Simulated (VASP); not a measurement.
# Ca (I4/mmm) in VASP: a series of runs

The runs below take Ca through single point, with r2SCAN.

All numbers are computed with VASP 6.6.1; they aren't measurements. Logs are shortened: lines on timing, memory, paths and dates and some standing lists are left out, and cuts for length are marked.

## (1) The cell of the first run

It takes space group I4/mmm (No. 139, tetragonal). The conventional cell has a = 5.172 Å, b = 5.172 Å, c = 3.362 Å, α = 90.00°, β = 90.00°, γ = 90.00°. Within 4.4 Å of Ca (site symmetry 4/mmm) lie 10 Ca at 3.36 to 4.02 Å.

## (2) Single point, r2SCAN

File POSCAR:

```
Ca
1.0
   -2.5858911081      2.5858911081      1.6808292203
    2.5858911081     -2.5858911081      1.6808292203
    2.5858911081      2.5858911081     -1.6808292203
Ca
1
Direct
    0.0000000000      0.0000000000      0.0000000000
```

File INCAR.step1:

```
SYSTEM = Ca
PREC = Accurate
ENCUT = 520
ISMEAR = 0
SIGMA = 0.15
LREAL = .False.
LASPH = .True.
NELM = 100
NBANDS = 11
GGA = PE
ALGO = Normal
EDIFF = 1E-4
LWAVE = .True.
LCHARG = .False.
```

File INCAR.step2:

```
SYSTEM = Ca
PREC = Accurate
ENCUT = 520
EDIFF = 1E-7
ISMEAR = 0
SIGMA = 0.15
LREAL = .False.
LASPH = .True.
NELM = 100
ALGO = Normal
ISIF = 2
LWAVE = .False.
LCHARG = .False.
METAGGA = R2SCAN
LMIXTAU = .True.
NBANDS = 11
ISTART = 1
```

File KPOINTS:

```
regular mesh
0
Gamma
  16 16 16
  0 0 0
```

Potentials or basis: VASP PAW PBE potentials, release 64 (Ca_sv).

Command:

```
$ cat potpaw_PBE.64/Ca_sv/POTCAR > POTCAR
$ cp INCAR.step1 INCAR
$ mpirun -np 1 vasp_std > vasp.out
$ cp INCAR.step2 INCAR
$ mpirun -np 1 vasp_std > vasp.out
```

OUTCAR:

```text
SYSTEM = Ca
   PREC = Accurate
   ENCUT = 520
   EDIFF = 1E-7
   ISMEAR = 0
   LREAL = .False.
   LASPH = .True.
   NELM = 100
   ISIF = 2
   METAGGA = R2SCAN
   ISTART = 1

 ion  position               nearest neighbor table
   1  0.000  0.000  0.000-

  LATTYP: Found a body centered tetragonal cell.
 ALAT       =     5.1717822162
 C/A-ratio  =     0.6500000000

  Lattice vectors:

 A1 = (  -2.5858911081,   2.5858911081,   1.6808292203)
 A2 = (   2.5858911081,  -2.5858911081,   1.6808292203)
 A3 = (   2.5858911081,   2.5858911081,  -1.6808292203)

Analysis of symmetry for initial positions (statically):
=====================================================================
 Subroutine PRICEL returns:
 Original cell was already a primitive cell.

 Routine SETGRP: Setting up the symmetry group for a
 body centered tetragonal supercell.

 Subroutine GETGRP returns: Found 16 space group operations
 (whereof 16 operations were pure point group operations)
 out of a pool of 16 trial point group operations.

The static configuration has the point symmetry D_4h.

Analysis of symmetry for dynamics (positions and initial velocities):
=====================================================================
 Subroutine PRICEL returns:
 Original cell was already a primitive cell.

 Routine SETGRP: Setting up the symmetry group for a
 body centered tetragonal supercell.

 Subroutine GETGRP returns: Found 16 space group operations
 (whereof 16 operations were pure point group operations)
 out of a pool of 16 trial point group operations.

The dynamic configuration has the point symmetry D_4h.

 Subroutine INISYM returns: Found 16 space group operations
 (whereof 16 operations are pure point group operations),
 and found     1 'primitive' translations

----------------------------------------------------------------------------------------

                                     Primitive cell

  volume of cell :      44.9577

  direct lattice vectors                    reciprocal lattice vectors
    -2.585891108  2.585891108  1.680829220     0.000000000  0.193356943  0.297472220
     2.585891108 -2.585891108  1.680829220     0.193356943  0.000000000  0.297472220
     2.585891108  2.585891108 -1.680829220     0.193356943  0.193356943  0.000000000

  length of vectors
     4.024779809  4.024779809  4.024779809     0.354790966  0.354790966  0.273448011

  position of ions in fractional coordinates (direct lattice)
     0.000000000  0.000000000  0.000000000

  ion indices of the primitive-cell ions
   primitive index   ion index
[... 81 lines left out ...]
   POTIM  = 0.5000    time-step for ionic-motion
   TEBEG  =    0.0;   TEEND  =   0.0 temperature during run
   PSTRESS=    0.0 pullay stress
   NELECT =      10.0000    total number of electrons
   NUPDOWN=      -1.0000    fix difference up-down
   EMIN   =  10.00;   EMAX   =-10.00  energy-range for DOS
   EFERMI =   0.00;   METHOD = LEGACY
   ISMEAR =     0;   SIGMA  =   0.15  broadening in eV -4-tet -1-fermi 0-gaus
   EFERMI_NEDOS =   21; number of points for ismear=-14 and -15
   IALGO  =     38    algorithm
   IMIX   =      4    mixing-type and parameters
     AMIX     =   0.40;   BMIX     =  1.00
     AMIX_MAG =   1.60;   BMIX_MAG =  1.00
  volume/ion in A,a.u.               =      44.96       303.39
  Fermi-wavevector in a.u.,A,eV,Ry     =   0.991913  1.874443 13.386649  0.983891
  Thomas-Fermi vector in A             =   2.123688
   LORBIT       =      0    0 simple, 1 ext, 2 COOP (PROOUT), +10 PAW based schemes
   METAGGA = R2SCAN    functional components
   LHFCALC =     F    Hartree Fock is set to
   AEXX    =    0.0000 exact exchange contribution
   IVDW    =     0    specifies the selected vdW correction
   LEPSILON=     F    determine dielectric tensor
   LRPA    =     F    only Hartree local field effects (RPA)
 non-spin polarized calculation
 Gauss-broadening in eV      SIGMA  =   0.15
  energy-cutoff  :      520.00
  volume of cell :       44.96
 maximum number of plane-waves:      1245
 NGX is ok and might be reduce to    30

 number of electron      10.0000001 magnetization

 Free energy of the ion-electron system (eV)
  ---------------------------------------------------
  ext. energy  EPLUGINS =         0.00000000
  ---------------------------------------------------
  free energy    TOTEN  =        -6.73189873 eV

  energy without entropy =       -6.71896461  energy(sigma->0) =       -6.72543167

 E-fermi :   1.7283     XC(G=0):  -7.9977

 val. band max:        1.7239767037   @ k =   0.3750   0.1875   0.0000
 cond. band min:       1.7322914617   @ k =  -0.4375  -0.4375   0.3750
 fundamental gap:      0.0083147580
 Fermi energy:         1.7283276683

 k-point     1 :       0.0000    0.0000    0.0000
  band No.  band energies     occupation
      1     -42.2763      2.00000
      2     -22.3024      2.00000
      3     -22.3023      2.00000
      4     -22.2682      2.00000
      5      -2.4084      2.00000
      6       3.1460      0.00000
      7       3.5243      0.00000
      8       5.5649      0.00000
      9       5.5649      0.00000
     10       5.8392      0.00000
     11       9.7341      0.00000
[... 309 lines left out ...]
 k-point    24 :      -0.0625    0.0625    0.0000
  band No.  band energies     occupation
      1     -42.2760      2.00000
      2     -22.3059      2.00000
      3     -22.3021      2.00000
      4     -22.2686      2.00000
      5      -2.3555      2.00000
      6       3.1372      0.00000
      7       3.5011      0.00000
      8       5.5568      0.00000
      9       5.5906      0.00000
     10       5.7900      0.00000
     11       9.5000      0.00000

 [... further k-points ...]

------------------------ aborting loop because EDIFF is reached ----------------------------------------

  FORCE on cell =-STRESS in cart. coord.  units (eV):
  Direction    XX          YY          ZZ          XY          YZ          ZX
  --------------------------------------------------------------------------------------
  -------------------------------------------------------------------------------------
  Total       -0.9078691     -0.9078691      2.1053366      0.0000000      0.0000000      0.0000000
  in kB      -32.3541316    -32.3541316     75.0288114      0.0000000      0.0000000      0.0000000
  external PRESSURE =       3.4401827 kB  Pullay stress =       0.0000000 kB

 VOLUME and BASIS-vectors are now :
 -----------------------------------------------------------------------------
  energy-cutoff  :      520.00
  volume of cell :       44.96
      direct lattice vectors                 reciprocal lattice vectors
    -2.585891108  2.585891108  1.680829220     0.000000000  0.193356943  0.297472220
     2.585891108 -2.585891108  1.680829220     0.193356943  0.000000000  0.297472220
     2.585891108  2.585891108 -1.680829220     0.193356943  0.193356943  0.000000000

 POSITION                                       TOTAL-FORCE (eV/Angst)
 -----------------------------------------------------------------------------------
      0.00000      0.00000      0.00000        -0.000000      0.000000      0.000000
 -----------------------------------------------------------------------------------
    total drift:                               -0.000000     -0.000000      0.000000

  FREE ENERGIE OF THE ION-ELECTRON SYSTEM (eV)
  ---------------------------------------------------
  free  energy   TOTEN  =        -6.7318987279 eV

  energy  without entropy=       -6.7189646071  energy(sigma->0) =       -6.72543167
```

OSZICAR.step1:

```text
N       E                     dE             d eps       ncg     rms          rms(c)
DAV:   1     0.670778430744E+02    0.67078E+02   -0.49428E+03  7678   0.812E+02
DAV:   2    -0.582724151514E-03   -0.67078E+02   -0.66413E+02  8530   0.207E+02
DAV:   3    -0.157821299364E+01   -0.15776E+01   -0.15549E+01 11111   0.309E+01
DAV:   4    -0.166593606226E+01   -0.87723E-01   -0.87320E-01 10182   0.572E+00
DAV:   5    -0.166784312007E+01   -0.19071E-02   -0.19065E-02 10711   0.708E-01    0.209E+00
DAV:   6    -0.165910946731E+01    0.87337E-02   -0.13884E-02  8944   0.120E+00    0.128E+00
DAV:   7    -0.165790837179E+01    0.12011E-02   -0.17725E-02  9229   0.149E+00    0.103E-01
DAV:   8    -0.165740966881E+01    0.49870E-03   -0.21726E-03  8620   0.425E-01    0.247E-02
DAV:   9    -0.165743493088E+01   -0.25262E-04   -0.10214E-04  8453   0.814E-02
   1 F= -.16574349E+01 E0= -.16499774E+01  d E =-.149150E-01
```

Run time: 7.6 min. Hardware: 1 thread of AMD EPYC 9R45 (Zen 5), shared host; peak memory 0.27 GiB.

What came out:

| Quantity | Value |
| --- | --- |
| Free energy | -6.7319 eV |
| Pressure | 0.3 GPa |
| Band gap on the k mesh | zero (bands 5 and 6 overlap by 1.73 eV) |

Stress tensor (GPa, compression positive):
```
-3.24  0.00  0.00
 0.00 -3.24  0.00
 0.00  0.00  7.50
```

Caveat: the stress differs along the axes, from -3 to 8 GPa; the PAW data sets were made with another functional, which shifts forces and pressure a little.

## (3) Single point, r2SCAN

This run uses another cell than the first one, of the same volume but with other edges.

File POSCAR:

```
Ca
1.0
   -2.2038646488      2.2038646488      2.3140578813
    2.2038646488     -2.2038646488      2.3140578813
    2.2038646488      2.2038646488     -2.3140578813
Ca
1
Direct
    0.0000000000      0.0000000000      0.0000000000
```

File INCAR.step1:

```
SYSTEM = Ca
PREC = Accurate ; ENCUT = 520
ISMEAR = 0 ; SIGMA = 0.15
LREAL = .FALSE. ; LASPH = .TRUE.
NELM = 60 ; NBANDS = 11
GGA = PE ; ALGO = Normal
EDIFF = 1E-4 ; LWAVE = .TRUE.
LCHARG = .FALSE.
```

File INCAR.step2:

```
SYSTEM = Ca
PREC = Accurate ; ENCUT = 520
EDIFF = 1E-7 ; ISMEAR = 0
SIGMA = 0.15 ; LREAL = .FALSE.
LASPH = .TRUE. ; NELM = 60
ALGO = Normal ; ISIF = 2
LWAVE = .FALSE. ; LCHARG = .FALSE.
METAGGA = R2SCAN ; LMIXTAU = .TRUE.
NBANDS = 11 ; ISTART = 1
```

File KPOINTS:

```
regular mesh
0
G
  16 16 16
  0 0 0
```

Potentials or basis: VASP PAW PBE potentials, release 64 (Ca_sv).

Command:

```
$ cat potpaw_PBE.64/Ca_sv/POTCAR > POTCAR
$ cp INCAR.step1 INCAR
$ mpirun -np 1 vasp_std > vasp.out
$ cp INCAR.step2 INCAR
$ mpirun -np 1 vasp_std > vasp.out
```

OUTCAR:

```text
SYSTEM = Ca
   PREC = Accurate
   ENCUT = 520
   EDIFF = 1E-7
   ISMEAR = 0
   LREAL = .FALSE.
   LASPH = .TRUE.
   NELM = 60
   ISIF = 2
   METAGGA = R2SCAN
   ISTART = 1

 ion  position               nearest neighbor table
   1  0.000  0.000  0.000-

  LATTYP: Found a body centered tetragonal cell.
 ALAT       =     4.4077292976
 C/A-ratio  =     1.0500000000

  Lattice vectors:

 A1 = (  -2.2038646488,   2.2038646488,   2.3140578813)
 A2 = (   2.2038646488,  -2.2038646488,   2.3140578813)
[... 516 lines left out ...]
     11      12.0320      0.00000

 [... further k-points ...]

------------------------ aborting loop because EDIFF is reached ----------------------------------------

  FORCE on cell =-STRESS in cart. coord.  units (eV):
  Direction    XX          YY          ZZ          XY          YZ          ZX
  --------------------------------------------------------------------------------------
  -------------------------------------------------------------------------------------
  Total       -0.1734335     -0.1734335     -0.1568214      0.0000000     -0.0000000      0.0000000
  in kB       -6.1807256     -6.1807256     -5.5887151      0.0000000     -0.0000000      0.0000000
  external PRESSURE =      -5.9833888 kB  Pullay stress =       0.0000000 kB

 VOLUME and BASIS-vectors are now :
 -----------------------------------------------------------------------------
  energy-cutoff  :      520.00
  volume of cell :       44.96
      direct lattice vectors                 reciprocal lattice vectors
    -2.203864649  2.203864649  2.314057881     0.000000000  0.226874187  0.216070654
     2.203864649 -2.203864649  2.314057881     0.226874187  0.000000000  0.216070654
     2.203864649  2.203864649 -2.314057881     0.226874187  0.226874187  0.000000000

 POSITION                                       TOTAL-FORCE (eV/Angst)
 -----------------------------------------------------------------------------------
      0.00000      0.00000      0.00000         0.000000      0.000000      0.000000
 -----------------------------------------------------------------------------------
    total drift:                               -0.000000     -0.000000      0.000000

  FREE ENERGIE OF THE ION-ELECTRON SYSTEM (eV)
  ---------------------------------------------------
  free  energy   TOTEN  =        -7.0223275946 eV

  energy  without entropy=       -7.0072866240  energy(sigma->0) =       -7.01480711
```

OUTCAR.step1:

```text
SYSTEM = Ca
   PREC = Accurate
   ENCUT = 520
   ISMEAR = 0
   LREAL = .FALSE.
   LASPH = .TRUE.
   NELM = 60
[... 556 lines left out ...]
 -----------------------------------------------------------------------------------
      0.00000      0.00000      0.00000         0.000000     -0.000000     -0.000000
 -----------------------------------------------------------------------------------
    total drift:                               -0.000000     -0.000000      0.000000

  FREE ENERGIE OF THE ION-ELECTRON SYSTEM (eV)
  ---------------------------------------------------
  free  energy   TOTEN  =        -1.9142744893 eV

  energy  without entropy=       -1.8968620577  energy(sigma->0) =       -1.90556827
```

Run time: 5.7 min. Hardware: 1 thread of AMD EPYC 9R45 (Zen 5), shared host; peak memory 0.27 GiB.

What came out:

* Free energy: -7.0223 eV
* Pressure: -0.6 GPa
* Band gap on the k mesh: zero (bands 5 and 6 overlap by 0.59 eV)

Levels at points of the mesh, in eV from the Fermi level:
```
           k point  band 2  band 3  band 4  band 5  band 6  band 7  band 8  band 9
(0.00, 0.00, 0.00)  -24.02  -24.02  -24.02   -4.21    2.51    2.51    2.72    3.47
(0.50, 0.00, 0.00)  -24.14  -24.06  -24.02   -0.86   -0.23    1.68    3.39    3.88
(0.50, 0.50, 0.00)  -24.14  -24.06  -24.02   -0.75   -0.07    1.40    3.67    3.95
(0.50, 0.50, 0.50)  -24.11  -24.10  -24.10    0.14    0.27    3.38    4.21    4.21
```

Caveat: the PAW data sets were made with another functional, which shifts forces and pressure a little.
